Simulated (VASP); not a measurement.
# Cu (Cmcm) in VASP: notebook, part 2 of 3

VASP 6.6.1.

**3. Single point, r2SCAN**

This run uses another cell than the first one, of 11.32 Å³/atom.

POSCAR

```
Cu
1.0
    1.1924306576     -3.9054259412      0.0000000000
    1.1924306576      3.9054259412      0.0000000000
    0.0000000000      0.0000000000      2.4314401313
Cu
2
Direct
    0.1332122791      0.8667877209      0.2500000000
    0.8667877209      0.1332122791      0.7500000000
```

INCAR.step1

```
SYSTEM = Cu
ALGO = Normal
EDIFF = 1E-5
ENCUT = 660
GGA = PE
GGA_COMPAT = .FALSE.
ISMEAR = -1
LASPH = .TRUE.
LCHARG = .FALSE.
LREAL = .FALSE.
LWAVE = .TRUE.
NBANDS = 18
NELM = 120
PREC = Accurate
SIGMA = 0.1
```

INCAR.step2

```
SYSTEM = Cu
ALGO = Normal
EDIFF = 1E-6
ENCUT = 660
GGA_COMPAT = .FALSE.
ISIF = 2
ISMEAR = -1
ISTART = 1
LASPH = .TRUE.
LCHARG = .FALSE.
LMIXTAU = .TRUE.
LREAL = .FALSE.
LWAVE = .FALSE.
METAGGA = R2SCAN
NBANDS = 18
NELM = 120
PREC = Accurate
SIGMA = 0.1
```

KPOINTS

```
k-points
0
G
  13 13 12
  0 0 0
```

Potentials or basis: VASP PAW PBE potentials, release 64 (Cu).

Command:

```
cat potpaw_PBE.64/Cu/POTCAR > POTCAR
cp INCAR.step1 INCAR
mpirun -np 1 vasp_std > vasp.out
cp INCAR.step2 INCAR
mpirun -np 1 vasp_std > vasp.out
```

OUTCAR:

```text
SYSTEM = Cu
   EDIFF = 1E-6
   ENCUT = 660
   ISIF = 2
   ISMEAR = -1
   ISTART = 1
   LASPH = .TRUE.
   LREAL = .FALSE.
   METAGGA = R2SCAN
   NELM = 120
   PREC = Accurate

 ion  position               nearest neighbor table
   1  0.133  0.867  0.250-   2 2.41   2 2.41   2 2.50   2 2.50   2 2.50   2 2.50
   2  0.867  0.133  0.750-   1 2.41   1 2.41   1 2.50   1 2.50   1 2.50   1 2.50

  LATTYP: Found a base centered orthorhombic cell.
 ALAT       =     2.3848613152
 B/A-ratio  =     3.2751807548
 C/A-ratio  =     1.0195310376

  Lattice vectors:

 A1 = (   1.1924306576,  -3.9054259412,   0.0000000000)
 A2 = (   1.1924306576,   3.9054259412,   0.0000000000)
 A3 = (   0.0000000000,   0.0000000000,   2.4314401313)

Analysis of symmetry for initial positions (statically):
=====================================================================
 Subroutine PRICEL returns:
 Original cell was already a primitive cell.

 Routine SETGRP: Setting up the symmetry group for a
 base centered orthorhombic supercell.

 Subroutine GETGRP returns: Found  8 space group operations
 (whereof  4 operations were pure point group operations)
 out of a pool of  8 trial point group operations.

The static configuration has the point symmetry C_2h.
 The point group associated with its full space group is D_2h.

Analysis of symmetry for dynamics (positions and initial velocities):
=====================================================================
 Subroutine PRICEL returns:
 Original cell was already a primitive cell.

 Routine SETGRP: Setting up the symmetry group for a
 base centered orthorhombic supercell.

 Subroutine GETGRP returns: Found  8 space group operations
 (whereof  4 operations were pure point group operations)
 out of a pool of  8 trial point group operations.

The dynamic configuration has the point symmetry C_2h.
 The point group associated with its full space group is D_2h.

 Subroutine INISYM returns: Found  8 space group operations
 (whereof  4 operations are pure point group operations),
 and found     1 'primitive' translations

[... 111 lines left out ...]
   IALGO  =     38    algorithm
   IMIX   =      4    mixing-type and parameters
     AMIX     =   0.40;   BMIX     =  1.00
     AMIX_MAG =   1.60;   BMIX_MAG =  1.00
  volume/ion in A,a.u.               =      11.32        76.41
  Fermi-wavevector in a.u.,A,eV,Ry     =   1.621377  3.063958 35.767860  2.628864
  Thomas-Fermi vector in A             =   2.715163
   LORBIT       =      0    0 simple, 1 ext, 2 COOP (PROOUT), +10 PAW based schemes
   METAGGA = R2SCAN    functional components
   LHFCALC =     F    Hartree Fock is set to
   AEXX    =    0.0000 exact exchange contribution
   IVDW    =     0    specifies the selected vdW correction
   LEPSILON=     F    determine dielectric tensor
   LRPA    =     F    only Hartree local field effects (RPA)
 non-spin polarized calculation
  energy-cutoff  :      660.00
  volume of cell :       22.65
 maximum number of plane-waves:       889
   NGX = 17   NGY = 17   NGZ = 11

 number of electron      22.0000004 magnetization

 Free energy of the ion-electron system (eV)
  ---------------------------------------------------
  ext. energy  EPLUGINS =         0.00000000
  ---------------------------------------------------
  free energy    TOTEN  =       -21.31025980 eV

  energy without entropy =      -21.29418864  energy(sigma->0) =      -21.30222422

 E-fermi :   7.9405     XC(G=0): -13.9678

 val. band max:        7.9368097323   @ k =  -0.2308   0.1538   0.5000
 cond. band min:       7.9421535663   @ k =   0.0000   0.0000   0.5000
 fundamental gap:      0.0053438340
 Fermi energy:         7.9404833753

 k-point     1 :       0.0000    0.0000    0.0000
  band No.  band energies     occupation
      1      -2.0504      2.00000
      2       2.4644      2.00000
      3       3.3118      2.00000
      4       3.8188      2.00000
      5       4.6156      2.00000
      6       4.9079      2.00000
[... 481 lines left out ...]
      5       4.4698      2.00000
      6       4.9089      2.00000
[... 10 lines left out ...]
     17      30.6085      0.00000
     18      31.3438      0.00000

 [... further k-points ...]

------------------------ aborting loop because EDIFF is reached ----------------------------------------

  FORCE on cell =-STRESS in cart. coord.  units (eV):
  Direction    XX          YY          ZZ          XY          YZ          ZX
  --------------------------------------------------------------------------------------
  -------------------------------------------------------------------------------------
  Total        1.4923304      1.5068797      1.5274275      0.0000000      0.0000000      0.0000000
  in kB      105.5797035    106.6090468    108.0627670      0.0000000      0.0000000      0.0000000
  external PRESSURE =     106.7505058 kB  Pullay stress =       0.0000000 kB

 VOLUME and BASIS-vectors are now :
 -----------------------------------------------------------------------------
  energy-cutoff  :      660.00
  volume of cell :       22.65
      direct lattice vectors                 reciprocal lattice vectors
     1.192430658 -3.905425941  0.000000000     0.419311594 -0.128027008  0.000000000
     1.192430658  3.905425941  0.000000000     0.419311594  0.128027008  0.000000000
     0.000000000  0.000000000  2.431440131     0.000000000  0.000000000  0.411278891

 POSITION                                       TOTAL-FORCE (eV/Angst)
 -----------------------------------------------------------------------------------
      1.19243      2.86492      0.60786         0.000000      0.004240     -0.000000
      1.19243     -2.86492      1.82358         0.000000     -0.004240      0.000000
 -----------------------------------------------------------------------------------
    total drift:                                0.000000      0.000000     -0.000000

  FREE ENERGIE OF THE ION-ELECTRON SYSTEM (eV)
  ---------------------------------------------------
  free  energy   TOTEN  =       -21.3102597965 eV

  energy  without entropy=      -21.2941886367  energy(sigma->0) =      -21.30222422
```

Run time: 21 min. Hardware: 1 thread of AMD EPYC 9755, shared host; peak memory 0.26 GiB.

What came out:

- Free energy: -21.3103 eV
- Pressure: 10.7 GPa
- Largest force: 0.004 eV/Å
- Band gap on the k mesh: zero (bands 11 and 12 overlap by 6.15 eV)

Forces on the atoms (eV/Å):
```
Cu   0.000  0.004  0.000
Cu   0.000 -0.004  0.000
```

Stress tensor (GPa, compression positive):
```
10.56  0.00  0.00
 0.00 10.66  0.00
 0.00  0.00 10.81
```

Levels at points of the mesh, in eV from the Fermi level:
```tsv
k point	band 7	band 8	band 9	band 10	band 11	band 12	band 13	band 14	band 15	band 16
(0.00, 0.00, 0.00)	-2.55	-2.24	-2.02	-1.88	-1.57	-0.19	5.39	15.99	20.16	20.94
(0.00, 0.00, 0.50)	-2.99	-2.99	-1.89	-1.89	0.00	0.00	8.89	8.89	10.26	10.26
```

Caveat: the cell stands under pressure; the PAW data sets were made with another functional, which shifts forces and pressure a little.

**4. Single point, r2SCAN**

This run uses another cell than the first one, of 11.64 Å³/atom.

POSCAR

```
Cu
1.0
    1.2049091199     -3.9359320531      0.0000000000
    1.2049091199      3.9359320531      0.0000000000
    0.0000000000      0.0000000000      2.4540546644
Cu
2
Direct
    0.1335142359      0.8664857641      0.2500000000
    0.8664857641      0.1335142359      0.7500000000
```

INCAR.step1

```
ALGO     = Normal         # electronic algorithm
EDIFF    = 1E-5           # SCF threshold, eV
ENCUT    = 660            # plane-wave cutoff, eV
GGA      = PE             # functional
GGA_COMPAT= False        
ISMEAR   = -1             # smearing method
LASPH    = True           # aspherical terms in the spheres
LCHARG   = False          # write CHGCAR
LREAL    = False          # projectors in reciprocal space
LWAVE    = True           # write WAVECAR
NBANDS   = 18             # bands
NELM     = 120            # most SCF steps
PREC     = Accurate       # precision mode
SIGMA    = 0.1            # smearing width, eV
```

INCAR.step2

```
ALGO     = Normal         # electronic algorithm
EDIFF    = 1E-6           # SCF threshold, eV
ENCUT    = 660            # plane-wave cutoff, eV
GGA_COMPAT= False        
ISIF     = 2              # what is computed and relaxed
ISMEAR   = -1             # smearing method
ISTART   = 1            
LASPH    = True           # aspherical terms in the spheres
LCHARG   = False          # write CHGCAR
LMIXTAU  = True         
LREAL    = False          # projectors in reciprocal space
LWAVE    = False          # write WAVECAR
METAGGA  = R2SCAN         # meta-GGA
NBANDS   = 18             # bands
NELM     = 120            # most SCF steps
PREC     = Accurate       # precision mode
SIGMA    = 0.1            # smearing width, eV
```

KPOINTS

```
k-points
0
Gamma
  13 13 12
```

Command:

```
cat potpaw_PBE.64/Cu/POTCAR > POTCAR
cp INCAR.step1 INCAR
mpirun -np 1 vasp_std > vasp.out
cp INCAR.step2 INCAR
mpirun -np 1 vasp_std > vasp.out
```

Wall time 29 min (1 thread of AMD EPYC 9755, shared host); peak memory 0.27 GiB.

Results (log left out):

```yaml
Free_energy: -21.3425 eV
Pressure: 5.7 GPa
Band_gap_on_the_k_mesh: zero (bands 11 and 12 overlap by 6.05 eV)
```

Forces in eV/Å, atoms in the order of the input:
```
Cu   0.000  0.002  0.000
Cu   0.000 -0.002  0.000
```

Stress tensor (GPa, compression positive):
```
5.57 0.00 0.00
0.00 5.68 0.00
0.00 0.00 5.74
```

Levels at points of the mesh, in eV from the Fermi level:
```
           k point  band 8  band 9  band 10  band 11  band 12  band 13  band 14  band 15
(0.00, 0.00, 0.00)   -2.19   -1.99    -1.85    -1.55    -0.09     5.25    15.73    19.74
(0.00, 0.00, 0.50)   -2.92   -1.86    -1.86    -0.01    -0.01     8.75     8.75    10.09
```

Caveat: the cell stands under pressure; the PAW data sets were made with another functional, which shifts forces and pressure a little.

(Continued in part 3 of 3.)

The gap in the log of VASP goes by the Fermi energy; the results here count the filled bands.